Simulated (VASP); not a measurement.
# TaN (P6/mmm) in VASP: a series of runs

Runs on TaN. Level: PBEsol. Tasks: relaxation of shape and atoms at fixed volume, single point.

All numbers are computed with VASP 6.6.1; they aren't measurements. Logs are shortened: lines on timing, memory, paths and dates and some standing lists are left out, and cuts for length are marked.

## Step 1: The cell of the first run

It takes space group P6/mmm (No. 191, hexagonal). Conventional cell: a = 5.084 Å, b = 5.084 Å, c = 2.861 Å, α = 90.00°, β = 90.00°, γ = 120.00°. Ta (site symmetry 6/mmm) has 6 N at 2.54 Å and 14 Ta at 2.86 to 3.27 Å within 3.4 Å. Within 2.7 Å of Ta (site symmetry -6m2) lie 6 N at 2.05 Å. N (site symmetry mmm) has 6 Ta at 2.05 to 2.54 Å and 4 N at 2.54 Å within 2.7 Å.

## Step 2: Relaxation of shape and atoms at fixed volume, PBEsol (10.67 Å³/atom)

File INCAR:

```
PREC = Accurate
ENCUT = 600
EDIFF = 1E-7
ISMEAR = 0
SIGMA = 0.1
LREAL = False
LASPH = True
NELM = 120
ALGO = Normal
ISIF = 4
LWAVE = False
LCHARG = False
GGA = PS
IBRION = 2
NSW = 50
EDIFFG = -0.01
GGA_COMPAT = False
NELMIN = 4
```

File KPOINTS:

```
regular mesh
0
Gamma
  12 12 12
```

File POSCAR:

```
TaN
1.0
    5.0840194121      0.0000000000      0.0000000000
   -2.5420097061      4.4028899642      0.0000000000
    0.0000000000      0.0000000000      2.8605765051
Ta N
3 3
Direct
    0.0000000000      0.0000000000      0.0000000000
    0.3333333333      0.6666666667      0.5000000000
    0.6666666667      0.3333333333      0.5000000000
    0.5000000000      0.0000000000      0.0000000000
    0.5000000000      0.5000000000      0.0000000000
    0.0000000000      0.5000000000      0.0000000000
```

Potentials or basis: VASP PAW PBE potentials, release 64 (Ta_pv, N).

Started as:

```sh
cat potpaw_PBE.64/Ta_pv/POTCAR potpaw_PBE.64/N/POTCAR > POTCAR
mpirun -np 1 vasp_std > vasp.out
```

OUTCAR:

```text
PREC = Accurate
   ENCUT = 600
   EDIFF = 1E-7
   ISMEAR = 0
   LREAL = False
   LASPH = True
   NELM = 120
   ISIF = 4
   GGA = PS
   IBRION = 2
   NSW = 50
   EDIFFG = -0.01
   NELMIN = 4

 ion  position               nearest neighbor table
   1  0.000  0.000  0.000-   5 2.54   5 2.54   4 2.54   4 2.54   6 2.54   6 2.54   3 3.27   3 3.27
                             2 3.27   2 3.27   2 3.27   3 3.27   2 3.27   3 3.27   2 3.27   3 3.27
   2  0.333  0.667  0.500-   6 2.05   6 2.05   4 2.05   4 2.05   5 2.05   5 2.05   3 2.94   3 2.94
                             3 2.94   1 3.27   1 3.27   1 3.27   1 3.27   1 3.27   1 3.27
   3  0.667  0.333  0.500-   6 2.05   6 2.05   4 2.05   4 2.05   5 2.05   5 2.05   2 2.94   2 2.94
                             2 2.94   1 3.27   1 3.27   1 3.27   1 3.27   1 3.27   1 3.27
   4  0.500  0.000  0.000-   2 2.05   3 2.05   2 2.05   3 2.05   1 2.54   1 2.54
   5  0.500  0.500  0.000-   2 2.05   3 2.05   2 2.05   3 2.05   1 2.54   1 2.54
   6  0.000  0.500  0.000-   2 2.05   3 2.05   2 2.05   3 2.05   1 2.54   1 2.54

  LATTYP: Found a hexagonal cell.
 ALAT       =     5.0840194121
 C/A-ratio  =     0.5626604215

  Lattice vectors:

 A1 = (   5.0840194121,   0.0000000000,   0.0000000000)
 A2 = (  -2.5420097061,   4.4028899642,   0.0000000000)
 A3 = (   0.0000000000,   0.0000000000,   2.8605765051)

Analysis of symmetry for initial positions (statically):
=====================================================================
 Subroutine PRICEL returns:
 Original cell was already a primitive cell.

 Routine SETGRP: Setting up the symmetry group for a
 hexagonal supercell.

 Subroutine GETGRP returns: Found 24 space group operations
 (whereof 24 operations were pure point group operations)
 out of a pool of 24 trial point group operations.

The static configuration has the point symmetry D_6h.

Analysis of symmetry for dynamics (positions and initial velocities):
=====================================================================
 Subroutine PRICEL returns:
 Original cell was already a primitive cell.

 Routine SETGRP: Setting up the symmetry group for a
 hexagonal supercell.

 Subroutine GETGRP returns: Found 24 space group operations
 (whereof 24 operations were pure point group operations)
 out of a pool of 24 trial point group operations.

The dynamic configuration has the point symmetry D_6h.

 Subroutine INISYM returns: Found 24 space group operations
 (whereof 24 operations are pure point group operations),
 and found     1 'primitive' translations

----------------------------------------------------------------------------------------

                                     Primitive cell

  volume of cell :      64.0322

  direct lattice vectors                    reciprocal lattice vectors
     5.084019412  0.000000000  0.000000000     0.196694764  0.113561775  0.000000000
    -2.542009706  4.402889964  0.000000000     0.000000000  0.227123550  0.000000000
     0.000000000  0.000000000  2.860576505     0.000000000  0.000000000  0.349579883

  length of vectors
     5.084019412  5.084019412  2.860576505     0.227123550  0.227123550  0.349579883

  position of ions in fractional coordinates (direct lattice)
     0.000000000  0.000000000  0.000000000
     0.333333333  0.666666667  0.500000000
     0.666666667  0.333333333  0.500000000
     0.500000000  0.000000000  0.000000000
     0.500000000  0.500000000  0.000000000
     0.000000000  0.500000000  0.000000000

  ion indices of the primitive-cell ions
   primitive index   ion index
                 1           1
                 2           2
                 3           3
                 4           4
                 5           5
                 6           6

----------------------------------------------------------------------------------------

 KPOINTS: regular mesh

Automatic generation of k-mesh.
 Grid dimensions read from file:
 generate k-points for:   12   12   12

 Generating k-lattice:

  Cartesian coordinates                     Fractional coordinates (reciprocal lattice)
     0.016391230  0.009463481  0.000000000     0.083333333  0.000000000  0.000000000
     0.000000000  0.018926963  0.000000000     0.000000000  0.083333333  0.000000000
     0.000000000  0.000000000  0.029131657     0.000000000  0.000000000  0.083333333

  Length of vectors
     0.018926963  0.018926963  0.029131657

  Shift w.r.t. Gamma in fractional coordinates (k-lattice)
     0.000000000  0.000000000  0.000000000

 Subroutine IBZKPT returns following result:
 ===========================================

 Found    133 irreducible k-points:

 Following reciprocal coordinates:
            Coordinates               Weight
  0.000000  0.000000  0.000000      1.000000
  0.083333  0.000000  0.000000      6.000000
  0.166667 -0.000000  0.000000      6.000000
  0.250000  0.000000  0.000000      6.000000
  0.333333  0.000000  0.000000      6.000000
  0.416667  0.000000  0.000000      6.000000
[... 16 lines left out ...]
  0.250000  0.000000  0.083333     12.000000
  0.333333  0.000000  0.083333     12.000000
 [... further k-points ...]
   k-points           NKPTS =    133   k-points in BZ     NKDIM =    133   number of bands    NBANDS=     28
   number of dos      NEDOS =    301   number of ions     NIONS =      6
   total plane-waves  NPLWV =  42336
   dimension x,y,z NGX =    42 NGY =   42 NGZ =   24
   dimension x,y,z NGXF=    84 NGYF=   84 NGZF=   48
   ions per type =               3   3
   NGX,Y,Z   is equivalent  to a cutoff of  13.73, 13.73, 13.95 a.u.
   NGXF,Y,Z  is equivalent  to a cutoff of  27.47, 27.47, 27.90 a.u.
 SYSTEM =  unknown system
   PREC   = accura    normal or accurate (medium, high low for compatibility)
   ISTART =      0    job   : 0-new  1-cont  2-samecut
   ICHARG =      2    charge: 1-file 2-atom 10-const
   ISPIN  =      1    spin polarized calculation?
   LNONCOLLINEAR =      F non collinear calculations
   LSORBIT =      F    spin-orbit coupling
   LASPH  =      T    aspherical Exc in radial PAW
   ENCUT  =  600.0 eV  44.10 Ry    6.64 a.u.  10.15 10.15  5.71*2*pi/ulx,y,z
   NELM   =    120;   NELMIN=  4; NELMDL= -5     # of ELM steps
   EDIFF  = 0.1E-06   stopping-criterion for ELM
   LREAL  =      F    real-space projection
   EDIFFG = -.1E-01   stopping-criterion for IOM
   NSW    =     50    number of steps for IOM
   IBRION =      2    ionic relax: 0-MD 1-quasi-New 2-CG
   NFREE  =      1    steps in history (QN), initial steepest desc. (CG)
   ISIF   =      4    stress and relaxation
   ISYM   =      2    0-nonsym 1-usesym 2-fastsym
   POTIM  = 0.5000    time-step for ionic-motion
   TEBEG  =    0.0;   TEEND  =   0.0 temperature during run
   PSTRESS=    0.0 pullay stress
   NELECT =      48.0000    total number of electrons
   NUPDOWN=      -1.0000    fix difference up-down
   EMIN   =  10.00;   EMAX   =-10.00  energy-range for DOS
   EFERMI =   0.00;   METHOD = LEGACY
   ISMEAR =     0;   SIGMA  =   0.10  broadening in eV -4-tet -1-fermi 0-gaus
   EFERMI_NEDOS =   21; number of points for ismear=-14 and -15
   IALGO  =     38    algorithm
   IMIX   =      4    mixing-type and parameters
     AMIX     =   0.40;   BMIX     =  1.00
     AMIX_MAG =   1.60;   BMIX_MAG =  1.00
  volume/ion in A,a.u.               =      10.67        72.02
  Fermi-wavevector in a.u.,A,eV,Ry     =   1.487153  2.810312 30.090980  2.211625
  Thomas-Fermi vector in A             =   2.600350
   LORBIT       =      0    0 simple, 1 ext, 2 COOP (PROOUT), +10 PAW based schemes
   GGA     = PS    functional components
   LHFCALC =     F    Hartree Fock is set to
   AEXX    =    0.0000 exact exchange contribution
   IVDW    =     0    specifies the selected vdW correction
   LEPSILON=     F    determine dielectric tensor
   LRPA    =     F    only Hartree local field effects (RPA)
 conjugate gradient relaxation of ions
 non-spin polarized calculation
 Gauss-broadening in eV      SIGMA  =   0.10
  energy-cutoff  :      600.00
  volume of cell :       64.03
 maximum number of plane-waves:      2159
 NGX is ok and might be reduce to    42
   NGX = 21   NGY = 21   NGZ = 11

--------------------------------------- Ionic step        1  -------------------------------------------

 number of electron      47.9999997 magnetization

 Free energy of the ion-electron system (eV)
  ---------------------------------------------------
  ext. energy  EPLUGINS =         0.00000000
  ---------------------------------------------------
  free energy    TOTEN  =       -68.42335631 eV

  energy without entropy =      -68.42004614  energy(sigma->0) =      -68.42170123

------------------------ aborting loop because EDIFF is reached ----------------------------------------

  FORCE on cell =-STRESS in cart. coord.  units (eV):
  Direction    XX          YY          ZZ          XY          YZ          ZX
  --------------------------------------------------------------------------------------
  -------------------------------------------------------------------------------------
  Total        8.5890412      8.5890412     10.5589623     -0.0000000     -0.0000000      0.0000000
  in kB      214.9100221    214.9100221    264.2002487     -0.0000000     -0.0000000      0.0000000
  external PRESSURE =     231.3400976 kB  Pullay stress =       0.0000000 kB
[... 65 lines left out ...]
  energy  without entropy=      -68.4235646498  energy(sigma->0) =      -68.42566095

--------------------------------------- Ionic step        3  -------------------------------------------

 number of electron      47.9999994 magnetization

 Free energy of the ion-electron system (eV)
  ---------------------------------------------------
  ext. energy  EPLUGINS =         0.00000000
  ---------------------------------------------------
  free energy    TOTEN  =       -68.42984471 eV

  energy without entropy =      -68.42603181  energy(sigma->0) =      -68.42793826

 E-fermi :   8.6879     XC(G=0): -13.5127

 val. band max:        8.6721223104   @ k =   0.1667  -0.0000   0.1667
 cond. band min:       8.7041456537   @ k =   0.1667  -0.0000   0.2500
 fundamental gap:      0.0320233433
 Fermi energy:         8.6878529096

 k-point     1 :       0.0000    0.0000    0.0000
  band No.  band energies     occupation
      1     -27.4627      2.00000
      2     -27.4627      2.00000
      3     -27.0108      2.00000
      4     -27.0108      2.00000
      5     -26.7701      2.00000
      6     -26.6377      2.00000
[... 733 lines left out ...]
     27      10.5247      0.00000
     28      10.7130      0.00000

 [... further k-points ...]

------------------------ aborting loop because EDIFF is reached ----------------------------------------

  FORCE on cell =-STRESS in cart. coord.  units (eV):
  Direction    XX          YY          ZZ          XY          YZ          ZX
  --------------------------------------------------------------------------------------
  -------------------------------------------------------------------------------------
  Total        8.8525709      8.8525709      8.8571248     -0.0000000      0.0000000      0.0000000
  in kB      221.5039090    221.5039090    221.6178562     -0.0000000      0.0000000      0.0000000
  external PRESSURE =     221.5418914 kB  Pullay stress =       0.0000000 kB
[... 21 lines left out ...]
  FREE ENERGIE OF THE ION-ELECTRON SYSTEM (eV)
  ---------------------------------------------------
  free  energy   TOTEN  =       -68.4298447109 eV

  energy  without entropy=      -68.4260318082  energy(sigma->0) =      -68.42793826

 reached required accuracy - stopping structural energy minimisation
```

Wall time 13 min (1 thread of AMD EPYC 7R43 (Zen 3), shared host); peak memory 0.35 GiB.

Results:

```yaml
Free_energy: -68.4298 eV
Energy_gained_by_relaxing: 1.1 meV/atom
Ionic_steps: 3
Pressure_after_relaxing: 22.2 GPa
Band_gap_on_the_k_mesh: zero (bands 24 and 25 overlap by 2.38 eV)
```

The path:
```tsv
step	energy change (eV)	largest force (eV/Å)	pressure (GPa)	volume (Å³)
1	0.0000	0.0000	23.13	64.03
2	-0.0044	0.0000	21.61	64.03
3	-0.0065	0.0000	22.15	64.03
```

Final structure:
```xyz
6
Lattice="5.0671 0.0000 0.0000 -2.5335 4.3882 0.0000 0.0000 0.0000 2.8797" Properties=species:S:1:pos:R:3 pbc="T T T"
Ta    0.0000    0.0000    0.0000
Ta    0.0000    2.9255    1.4399
Ta    2.5335    1.4627    1.4399
N     2.5335    0.0000    0.0000
N     1.2668    2.1941    0.0000
N    -1.2668    2.1941    0.0000
```

Caveat: the PAW data sets were made with another functional, which shifts forces and pressure a little; spin-orbit coupling is left out, which moves the levels of the heavy elements.

## Step 3: Relaxation of shape and atoms at fixed volume, PBEsol (11.01 Å³/atom)

This run uses another cell than the first one, of 11.01 Å³/atom.

File INCAR:

```
SYSTEM = TaN
  PREC = Accurate
  ENCUT = 600
  EDIFF = 1E-7
  ISMEAR = 0
  SIGMA = 0.1
  LREAL = .FALSE.
  LASPH = .TRUE.
  NELM = 120
  ALGO = Normal
  ISIF = 4
  LWAVE = .FALSE.
  LCHARG = .FALSE.
  GGA = PS
  IBRION = 2
  NSW = 50
  EDIFFG = -0.01
  GGA_COMPAT = .FALSE.
  NELMIN = 4
```

File KPOINTS:

```
Automatic mesh
0
G
  12 12 12
  0 0 0
```

Changes to POSCAR since step 2:

```diff
@@ -2,5 +2,5 @@
 1.0
-    5.0840194121      0.0000000000      0.0000000000
-   -2.5420097061      4.4028899642      0.0000000000
-    0.0000000000      0.0000000000      2.8605765051
+    5.1522126763      0.0000000000      0.0000000000
+   -2.5761063382      4.4619470634      0.0000000000
+    0.0000000000      0.0000000000      2.8742483097
 Ta N
```

Potentials or basis: VASP PAW PBE potentials, release 64 (Ta_pv, N).

Started as:

```sh
cat potpaw_PBE.64/Ta_pv/POTCAR potpaw_PBE.64/N/POTCAR > POTCAR
mpirun -np 1 vasp_std > vasp.out
```

It took 15 min on 1 thread of AMD EPYC 7R43 (Zen 3), shared host; peak memory 0.34 GiB.

The run converged. Its results:

```yaml
Free_energy: -68.6400 eV
Energy_gained_by_relaxing: 1.0 meV/atom
Ionic_steps: 3
Pressure_after_relaxing: 10.7 GPa
Band_gap_on_the_k_mesh: zero (bands 24 and 25 overlap by 2.28 eV)
```

Step by step:
| step | energy change (eV) | largest force (eV/Å) | pressure (GPa) | volume (Å³) |
| --- | --- | --- | --- | --- |
| 1 | 0.0000 | 0.0000 | 11.51 | 66.08 |
| 2 | -0.0038 | 0.0000 | 10.17 | 66.08 |
| 3 | -0.0057 | 0.0000 | 10.66 | 66.08 |

Final structure:
```
Ta N
1.0
     5.13621    0.00000    0.00000
    -2.56810    4.44808    0.00000
     0.00000    0.00000    2.89219
Ta N
3 3
Direct
  0.00000 0.00000 0.00000
  0.33333 0.66667 0.50000
  0.66667 0.33333 0.50000
  0.50000 0.00000 0.00000
  0.50000 0.50000 0.00000
  0.00000 0.50000 0.00000
```

Levels at points of the mesh, in eV from the Fermi level:
```tsv
k point	band 20	band 21	band 22	band 23	band 24	band 25	band 26	band 27	band 28
(0.00, 0.00, 0.00)	-3.04	-3.04	-2.58	-2.14	-1.35	-1.35	0.74	0.74	1.31
(0.50, 0.00, 0.00)	-4.77	-3.54	-2.93	-1.76	-0.72	1.36	1.84	1.88	2.31
(0.00, 0.00, 0.50)	-3.92	-3.17	-3.17	-1.99	0.87	0.87	1.44	1.83	2.62
(0.50, 0.00, 0.50)	-4.62	-3.50	-3.27	-2.26	-1.29	1.05	1.39	3.13	3.56
```

Caveat: the PAW data sets were made with another functional, which shifts forces and pressure a little; spin-orbit coupling is left out, which moves the levels of the heavy elements.

## Step 4: Single point, PBEsol (10.67 Å³/atom)

File INCAR:

```
SYSTEM = TaN
ALGO = Normal
EDIFF = 1E-6
ENCUT = 700
GGA = PS
GGA_COMPAT = .False.
ISIF = 2
ISMEAR = 0
LASPH = .True.
LCHARG = .False.
LREAL = .False.
LWAVE = .False.
NBANDS = 36
NELM = 120
PREC = Accurate
SIGMA = 0.1
```

File KPOINTS:

```
k-points
0
Gamma
  12 12 12
  0 0 0
```

Changes to POSCAR since step 3:

```diff
@@ -2,5 +2,5 @@
 1.0
-    5.1522126763      0.0000000000      0.0000000000
-   -2.5761063382      4.4619470634      0.0000000000
-    0.0000000000      0.0000000000      2.8742483097
+    5.0686133574      0.0000000000      0.0000000000
+   -2.5343066787      4.3895479294      0.0000000000
+    0.0000000000      0.0000000000      2.8779923823
 Ta N
```

Potentials or basis: VASP PAW PBE potentials, release 64 (Ta_sv_GW, N).

Started as:

```sh
cat potpaw_PBE.64/Ta_sv_GW/POTCAR potpaw_PBE.64/N/POTCAR > POTCAR
mpirun -np 1 vasp_std > vasp.out
```

Run time: 10 min. Hardware: 1 thread of Intel Xeon Platinum 8259CL at 2.50GHz (Skylake/Cascade Lake), shared host; peak memory 0.53 GiB.

It converged, with:

- Free energy: -76.0885 eV
- Pressure: 21.3 GPa
- Band gap on the k mesh: zero (bands 27 and 28 overlap by 2.37 eV)

Stress tensor (GPa, compression positive):
```
21.22  0.00  0.00
 0.00 21.22  0.00
 0.00  0.00 21.52
```

Levels at points of the mesh, in eV from the Fermi level:
```
           k point  band 23  band 24  band 25  band 26  band 27  band 28  band 29  band 30  band 31  band 32
(0.00, 0.00, 0.00)    -3.03    -3.03    -2.63    -2.13    -1.38    -1.38     0.70     0.70     1.50     2.36
(0.50, 0.00, 0.00)    -4.91    -3.64    -2.90    -1.76    -0.67     1.48     1.93     1.95     2.37     2.44
(0.00, 0.00, 0.50)    -4.08    -3.20    -3.20    -2.04     0.94     0.94     1.39     2.00     2.81     2.81
(0.50, 0.00, 0.50)    -4.73    -3.59    -3.38    -2.32    -1.31     1.11     1.49     3.21     3.62     3.78
```

Caveat: the cell stands under pressure; the PAW data sets were made with another functional, which shifts forces and pressure a little; spin-orbit coupling is left out, which moves the levels of the heavy elements.

## Step 5: Summary

| task | potentials or basis | cell | cutoff (eV) | gap on the mesh (eV) | pressure (GPa) |
| --- | --- | --- | --- | --- | --- |
| relaxation of shape and atoms at fixed volume | VASP PAW PBE potentials, release 64 (Ta_pv, N) | relaxed from a = 5.084, b = 5.084, c = 2.861 Å, angles 90.0, 90.0, 120.0°, 6 atoms | 600 | none | 22.2 |
| relaxation of shape and atoms at fixed volume | VASP PAW PBE potentials, release 64 (Ta_pv, N) | relaxed from a = 5.152, b = 5.152, c = 2.874 Å, angles 90.0, 90.0, 120.0°, 6 atoms | 600 | none | 10.7 |
| single point | VASP PAW PBE potentials, release 64 (Ta_sv_GW, N) | a = 5.069, b = 5.069, c = 2.878 Å, angles 90.0, 90.0, 120.0°, 6 atoms | 700 | none | 21.3 |

Alike in all rows: level PBEsol; no spin polarisation; k mesh 12 × 12 × 12; smearing gaussian 0.1 eV.

Caveats: the PAW data sets were made with another functional, which shifts forces and pressure a little; spin-orbit coupling is left out, which moves the levels of the heavy elements; the cell stands under pressure (at least some runs).

Total energies depend on the potentials used, so only differences within one code and one set of settings carry meaning.

The gap in the log of VASP goes by the Fermi energy; the results here count the filled bands.